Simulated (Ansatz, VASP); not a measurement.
# Two plane-wave programs on TiO2

```xyz
6
Lattice="-1.8996 1.8996 4.8485 1.8996 -1.8996 4.8485 1.8996 1.8996 -4.8485" Properties=species:S:1:pos:R:3 pbc="T T T"
Ti    0.0000    0.0000    0.0000
Ti    0.0000    1.8996    2.4243
O     0.0000    0.0000    2.0024
O     0.0000    1.8996    4.4266
O     0.0000    1.8996    0.4219
O     0.0000    0.0000    7.6946
```

Alike in both runs: task relaxation of cell and atoms; functional PBEsol; k mesh 10 × 10 × 10; occupations gaussian, width 0.02 eV; no spin polarisation.

```csv
,VASP,Ansatz
version,VASP 6.6.1,Ansatz 0.2.0
potentials or method,"VASP PAW PBE potentials, release 64 (Ti_sv, O), cutoff 600 eV","scalar-relativistic, plane waves, PAW"
valence electrons in the cell,48,48
```

|  | VASP | Ansatz | Ansatz less VASP |
| --- | --- | --- | --- |
| gap on the k mesh at the Fermi level, each at its own relaxed structure (eV) | 2.09 | 2.12 | +0.031 |
| relaxed volume (Å³/atom) | 11.33 | 11.31 | -0.018 |
| relaxed cell length with the largest relative difference (Å) | 5.473 | 5.471 | -0.0024 |

VASP's potentials were made for PBE, not for PBEsol.
